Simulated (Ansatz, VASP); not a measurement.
**Two plane-wave programs on Cs2AgBiBr6**

Contents of INCAR:

```
SYSTEM = Cs2AgBiBr6
PREC = Accurate
ENCUT = 520
EDIFF = 1E-6
ISMEAR = -1
SIGMA = 0.05
LREAL = .False.
LASPH = .True.
NELM = 100
ALGO = Normal
ISIF = 2
LWAVE = .False.
LCHARG = .False.
GGA = PE
NBANDS = 54
```

Contents of KPOINTS:

```
regular mesh
0
Gamma
  4 4 4
  0 0 0
```

File POSCAR:

```
Cs2AgBiBr6
1.0
    0.0000000000      5.6161000000      5.6161000000
    5.6161000000      0.0000000000      5.6161000000
    5.6161000000      5.6161000000      0.0000000000
Bi Cs Ag Br
1 2 1 6
Direct
    0.0024360000      0.0020410000      0.0034040000
    0.7419660000      0.7517540000      0.7554910000
    0.2555660000      0.2526220000      0.2507870000
    0.5069330000      0.4938040000      0.5015310000
    0.7461380000      0.7514440000      0.2518340000
    0.2556690000      0.2527370000      0.7475500000
    0.7506190000      0.2524580000      0.2486090000
    0.7562830000      0.2528300000      0.7452180000
    0.2527950000      0.7451400000      0.7501060000
    0.2498470000      0.7514210000      0.2456430000
```

Contents of input.yaml:

```yaml
crystal:
  lattice:
    - [0.0, 5.6161, 5.6161]
    - [5.6161, 0.0, 5.6161]
    - [5.6161, 5.6161, 0.0]
  atoms:
    - { symbol: Bi, position: [0.002436, 0.002041, 0.003404] }
    - { symbol: Cs, position: [0.741966, 0.751754, 0.755491] }
    - { symbol: Cs, position: [0.255566, 0.252622, 0.250787] }
    - { symbol: Ag, position: [0.506933, 0.493804, 0.501531] }
    - { symbol: Br, position: [0.746138, 0.751444, 0.251834] }
    - { symbol: Br, position: [0.255669, 0.252737, 0.74755] }
    - { symbol: Br, position: [0.750619, 0.252458, 0.248609] }
    - { symbol: Br, position: [0.756283, 0.25283, 0.745218] }
    - { symbol: Br, position: [0.252795, 0.74514, 0.750106] }
    - { symbol: Br, position: [0.249847, 0.751421, 0.245643] }
hamiltonian:
  xc: pbe
  pseudopotentials: { kind: paw }
kpoints:
  mp_grid: { grid: [4, 4, 4] }
scf:
  occupations: { method: fermi_dirac, width: 0.05 }
output:
  forces: true
  stress: true
  eigenvalues: true
```

Change from the starting cell: atoms moved at random, drawn with an rms of 0.05 Å.

Alike in both runs: task single point; functional PBE; k mesh 4 × 4 × 4; occupations fermi-dirac, width 0.05 eV; no spin polarisation.

```csv
,VASP,Ansatz
version,VASP 6.6.1,Ansatz 0.2.0
potentials or method,"VASP PAW PBE potentials, release 64 (Bi_d, Cs_sv, Ag, Br)",Ansatz PAW
plane-wave cutoff (eV),520,420
valence electrons in the cell,86,94
```

Ansatz gave:

| Quantity | Value |
| --- | --- |
| gap on the k mesh at the Fermi level (eV) | 1.24 |
| least direct gap on the mesh (eV) | 2.45 |
| pressure (GPa) | 1.9 |
| traceless stress, the component that is largest in VASP (GPa) | 0.31 |
| rms of the force components (eV/Å) | 0.166 |

Which values does VASP return?

gap on the k mesh at the Fermi level (eV): 1.24; least direct gap on the mesh (eV): 2.45; pressure (GPa): 1.9; traceless stress, the component that is largest in VASP (GPa): 0.31; rms of the force components (eV/Å): 0.168.

Atom by atom the forces differ by 0.002 eV/Å (rms over components). VASP's potentials hold 86 valence electrons a cell and Ansatz's 94, so a difference there can come from the potentials and not from the codes.

Spin-orbit coupling is off throughout.
